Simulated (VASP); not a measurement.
A run of VASP 6.6.1 is set up as follows.

The input INCAR:

```
PREC = Accurate
ENCUT = 520
EDIFF = 1E-6
ISMEAR = 0
SIGMA = 0.05
LREAL = F
LASPH = T
NELM = 100
ALGO = Normal
ISIF = 2
LWAVE = F
LCHARG = F
GGA = PS
NBANDS = 11
```

The input KPOINTS:

```
Automatic mesh
0
Gamma
  10 10 10
```

The input POSCAR:

```
BeS
1.0
    0.0000000000      2.5479799693      2.4675382232
    2.4675382232      0.0000000000      2.4675382232
    2.4675382232      2.5479799693      0.0000000000
Be S
1 1
Direct
    0.0000000000      0.0000000000      0.0000000000
    0.7500000000      0.7500000000      0.7500000000
```

Potentials or basis: VASP PAW PBE potentials, release 64 (Be, S).

The run is started by

```console
$ cat potpaw_PBE.64/Be/POTCAR potpaw_PBE.64/S/POTCAR > POTCAR
$ mpirun -np 1 vasp_std > vasp.out
```

Q: Predict the pressure.

A: -7.4 GPa.

Q: Predict the band gap on the k mesh.

A: 2.97 eV, indirect (least direct gap 4.96 eV).

Stress tensor (GPa, compression positive):
```
-6.36  0.00  0.00
 0.00 -9.37  0.00
 0.00  0.00 -6.36
```

Caveat: the PAW data sets were made with another functional, which shifts forces and pressure a little. A k mesh can miss the band edges.
